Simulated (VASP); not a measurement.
Runs of VASP 6.6.1 on Tl. The structure is that of space group Im-3m (No. 229), or close to it. The cells are those of the table. 

```tsv
cell	gap on the mesh (eV)	pressure (GPa)
a = 3.222 Å, angles 110.2, 110.2, 108.1°, 1 atom	none	6.4
a = 3.530 Å, angles 109.5°, 1 atom	none	(a)
a = 3.306 Å, angles 110.2, 110.2, 108.1°, 1 atom	none	2.3
a = 3.250 Å, angles 108.8, 108.8, 110.9°, 1 atom	none	4.9
a = 3.251 Å, angles 110.9, 110.9, 106.7°, 1 atom	none	4.9
a = 3.194 Å, angles 109.5°, 1 atom	none	8.2
a = 3.334 Å, angles 108.8, 108.8, 110.8°, 1 atom	none	1.2
a = 3.307 Å, angles 108.1, 108.1, 112.2°, 1 atom	none	2.3
```

Alike in all rows: task single point; level PBE+D3(BJ); potentials or basis VASP PAW PBE potentials, release 64 (Tl_d); no spin polarisation; k mesh 18 × 18 × 18; cutoff (eV) 520; smearing gaussian 0.15 eV.

Question: Fill in the values left out.

Answer: (a) -3.1.

Caveats: spin-orbit coupling is left out, which moves the levels of the heavy elements; the cell stands under pressure (at least some runs); the cell stands under tension (at least some runs).

A k mesh can miss the band edges, and the runs leave out spin-orbit coupling on Tl.

A gap of «none» marks levels without a gap at the run's occupations.
